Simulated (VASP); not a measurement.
Write the native input for VASP 6.6.1 that does the following.

* Task: single point
* Functional: LDA
* Potentials or basis: VASP PAW LDA potentials, release 64 (Ta_pv)
* Cutoff: 520 eV
* k mesh: 15 × 15 × 9
* Occupations: fermi-dirac, width 0.1 eV
* Spin: no spin polarisation
* Dipole correction: no
* Further INCAR settings: ALGO = Normal; EDIFF = 1e-06; NBANDS = 18

The structure of Ta lies in POSCAR:

```
Ta
1.0
   -1.6270816225      1.6270816225      1.6270816225
    1.6270816225     -1.6270816225      1.6270816225
    3.2541632449      3.2541632449      0.0000000000
Ta
2
Direct
    0.0000000000      0.0000000000      0.0000000000
    0.5000000000      0.5000000000      0.5000000000
```

One way to write it, as run:

INCAR

```
SYSTEM = Ta
  PREC = Accurate
  ENCUT = 520
  EDIFF = 1E-6
  ISMEAR = -1
  SIGMA = 0.1
  LREAL = .False.
  LASPH = .True.
  NELM = 60
  ALGO = Normal
  ISIF = 2
  LWAVE = .False.
  LCHARG = .False.
  GGA = CA
  NBANDS = 18
```

KPOINTS

```
regular mesh
0
Gamma
  15 15 9
  0 0 0
```

Potentials or basis: VASP PAW LDA potentials, release 64 (Ta_pv).

Command:

```console
$ cat potpaw_LDA.64/Ta_pv/POTCAR > POTCAR
$ mpirun -np 1 vasp_std > vasp.out
```

It gave:

```yaml
Pressure: 0.8 GPa
Band_gap_on_the_k_mesh: zero (bands 11 and 12 overlap by 3.06 eV)
```

Caveat: spin-orbit coupling is left out, which moves the levels of the heavy elements.

Wall time 44 s on 1 thread of Intel(R) Xeon(R) 6975P-C (Granite Rapids) (shared host), peak memory 0.26 GiB.
